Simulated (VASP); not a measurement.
Set up this calculation in VASP 6.6.1, as the native input.

| Item | Value |
| --- | --- |
| Task | single point |
| Functional | PBE |
| Potentials or basis | VASP PAW PBE potentials, release 64 (Rb_sv, Br) |
| Cutoff | 520 eV |
| k mesh | 6 × 6 × 6 |
| Occupations | fermi-dirac, width 0.02 eV |
| Spin | no spin polarisation |
| Dipole correction | no |
| Further INCAR settings | ALGO = Normal; EDIFF = 1e-07; NBANDS = 15 |

The structure of RbBr lies in POSCAR:

```
RbBr
1.0
    0.0000000000      3.4608261073      3.4608261073
    3.6362899909      0.0000000000      3.4608261073
    3.6362899909      3.4608261073      0.0000000000
Rb Br
1 1
Direct
    0.0000000000      0.0000000000      0.0000000000
    0.5000000000      0.5000000000      0.5000000000
```

This cell differs from its parent crystal: uniaxial x strain +5.1%.

One way to write it, as run:

INCAR

```
PREC = Accurate ; ENCUT = 520
EDIFF = 1E-7 ; ISMEAR = -1
SIGMA = 0.02 ; LREAL = F
LASPH = T ; NELM = 100
ALGO = Normal ; ISIF = 2
LWAVE = F ; LCHARG = F
GGA = PE ; NBANDS = 15
```

KPOINTS

```
Automatic mesh
0
Gamma
  6 6 6
```

Potentials or basis: VASP PAW PBE potentials, release 64 (Rb_sv, Br).

The run is started by

```console
$ cat potpaw_PBE.64/Rb_sv/POTCAR potpaw_PBE.64/Br/POTCAR > POTCAR
$ mpirun -np 1 vasp_std > vasp.out
```

Results of the run:

| Property | Result |
| --- | --- |
| Pressure | 0.0 GPa |
| Band gap on the k mesh | 4.16 eV, direct |

Caveat: the cell differs from its parent crystal (uniaxial x strain +5.1%).

It took 38 s on 1 thread of Intel Xeon 6975P-C (shared host), peak memory 0.24 GiB.
